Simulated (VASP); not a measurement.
Write the native input for VASP 6.6.1 that does the following.

- Task: single point
- Functional: PBE
- Potentials or basis: VASP PAW PBE potentials, release 64 (Ta_pv, Cu)
- Cutoff: 520 eV
- k mesh: 3 × 3 × 3
- Occupations: fermi-dirac, width 0.15 eV
- Spin: no spin polarisation
- Dipole correction: no
- Further INCAR settings: LREAL = Auto; ALGO = Normal; EDIFF = 1e-07; NBANDS = 108

The structure of Ta16Cu (a cell with a defect) lies in POSCAR:

```
Ta16Cu
1.0
    6.6200000000      0.0000000000      0.0000000000
    0.0000000000      6.6200000000      0.0000000000
    0.0000000000      0.0000000000      6.6200000000
Ta Cu
16 1
Direct
    0.0086102719      0.0174320242     -0.0159969789
    0.5292598187      0.0418126888      0.0467673716
    0.0223111782      0.5439123867     -0.0158610272
   -0.0508912387      0.1197129909      0.3810422961
    0.3106193353      0.2995015106      0.2675377644
    0.4037009063      0.4244864048     -0.1008459215
    0.5279305136      0.0151963746      0.5008308157
    0.7171752266      0.3530966767      0.1962537764
    0.0388217523      0.4959667674      0.4999848943
    0.3097885196      0.7398187311      0.2521148036
    0.1882930514      0.1690181269      0.6944259819
    0.5326888218      0.5795619335      0.5459214502
    0.7802567976      0.7793655589      0.2890785498
    0.7508006042      0.2553323263      0.7570996979
    0.2898187311      0.7958157100      0.7580060423
    0.6744259819      0.6946223565      0.9425377644
    0.8775226586     -0.1652870091      0.6787764350
```

The input as run:

INCAR

```
SYSTEM = Ta16Cu
ALGO = Normal ; EDIFF = 1E-7
ENCUT = 520 ; GGA = PE
ISIF = 2 ; ISMEAR = -1
LASPH = .TRUE. ; LCHARG = .FALSE.
LREAL = Auto ; LWAVE = .FALSE.
NBANDS = 108 ; NELM = 80
PREC = Accurate ; SIGMA = 0.15
```

KPOINTS

```
k-points
0
G
  3 3 3
  0 0 0
```

Potentials or basis: VASP PAW PBE potentials, release 64 (Ta_pv, Cu).

The run is started by

```console
$ cat potpaw_PBE.64/Ta_pv/POTCAR potpaw_PBE.64/Cu/POTCAR > POTCAR
$ mpirun -np 1 vasp_std > vasp.out
```

Results of the run:

```json
{"Pressure": "24.3 GPa", "Largest force": "3.890 eV/Å", "Band gap on the k mesh": "zero (an odd number of electrons rules out a gap without spin polarisation)"}
```

Caveat: the atoms stand as in a frame of molecular dynamics; spin-orbit coupling is left out, which moves the levels of the heavy elements.

Run time: 56 min on 1 thread of Intel Xeon 8259CL, with other jobs on the host, peak memory 0.51 GiB.
